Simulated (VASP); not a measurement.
A run of VASP 6.6.1 is set up as follows.

File INCAR:

```
SYSTEM = Ti
PREC = Accurate ; ENCUT = 520
EDIFF = 1E-6 ; ISMEAR = 0
SIGMA = 0.15 ; LREAL = .False.
LASPH = .True. ; NELM = 100
ALGO = Fast ; ISIF = 2
LWAVE = .False. ; LCHARG = .False.
GGA = PS ; NBANDS = 12
```

Contents of KPOINTS:

```
Automatic mesh
0
Gamma
  20 20 20
  0 0 0
```

The input POSCAR:

```
Ti
1.0
    0.0000000000      2.0909000000      2.0604500000
    2.0909000000      0.0000000000      2.0604500000
    2.0909000000      2.0909000000      0.0000000000
Ti
1
Direct
    0.0000000000      0.0000000000      0.0000000000
```

Potentials or basis: VASP PAW PBE potentials, release 64 (Ti_sv).

Command:

```bash
$ cat potpaw_PBE.64/Ti_sv/POTCAR > POTCAR
$ mpirun -np 1 vasp_std > vasp.out
```

(1) What does it give for the pressure?

(2) What does it give for the band gap on the k mesh?

Answers

(1) -7.8 GPa.

(2) zero (band 6 reaches 8.56 eV, above the bottom of band 7 at 7.32 eV).

Caveat: the cell differs from its parent crystal (strain +0.030 along x and y, +0.015 along z); the PAW data sets were made with another functional, which shifts forces and pressure a little.
